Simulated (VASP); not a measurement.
Wanted: the native input for a VASP 6.6.1 run.

- Task: single point
- Functional: RPBE
- Potentials or basis: VASP PAW PBE potentials, release 64 (Bi_d)
- Cutoff: 520 eV
- k mesh: 12 × 12 × 3
- Occupations: fermi-dirac, width 0.1 eV
- Spin: no spin polarisation
- Dipole correction: no
- Further INCAR settings: ALGO = Normal; EDIFF = 1e-07; NBANDS = 38

The structure of Bi lies in POSCAR:

```
Bi
1.0
    3.5076701399      0.0000000000      0.0000000000
   -1.7538350700      3.0377314493      0.0000000000
    0.0000000000      0.0000000000     11.7498808673
Bi
4
Direct
    0.0000000000      1.0000000000      0.0000000000
    0.0000000000      1.0000000000      0.5000000000
    0.3333333333      0.6666666667      0.2500000000
    0.6666666667      0.3333333333      0.7500000000
```

This isn't the form of Bi at room conditions, which is rhombohedral.

The input as run:

INCAR

```
PREC = Accurate
ENCUT = 520
EDIFF = 1E-7
ISMEAR = -1
SIGMA = 0.1
LREAL = False
LASPH = True
NELM = 100
ALGO = Normal
ISIF = 2
LWAVE = False
LCHARG = False
GGA = RP
NBANDS = 38
```

KPOINTS

```
regular mesh
0
Gamma
  12 12 3
```

Potentials or basis: VASP PAW PBE potentials, release 64 (Bi_d).

Launch:

```sh
$ cat potpaw_PBE.64/Bi_d/POTCAR > POTCAR
$ mpirun -np 1 vasp_std > vasp.out
```

It gave:

```yaml
Pressure: 2.0 GPa
Band_gap_on_the_k_mesh: zero (bands 30 and 31 overlap by 6.22 eV)
```

Caveat: the PAW data sets were made with another functional, which shifts forces and pressure a little; spin-orbit coupling is left out, which moves the levels of the heavy elements.

It took 96 s on 1 thread of Intel(R) Xeon(R) 6975P-C (Granite Rapids), with other jobs on the host, peak memory 0.3 GiB.
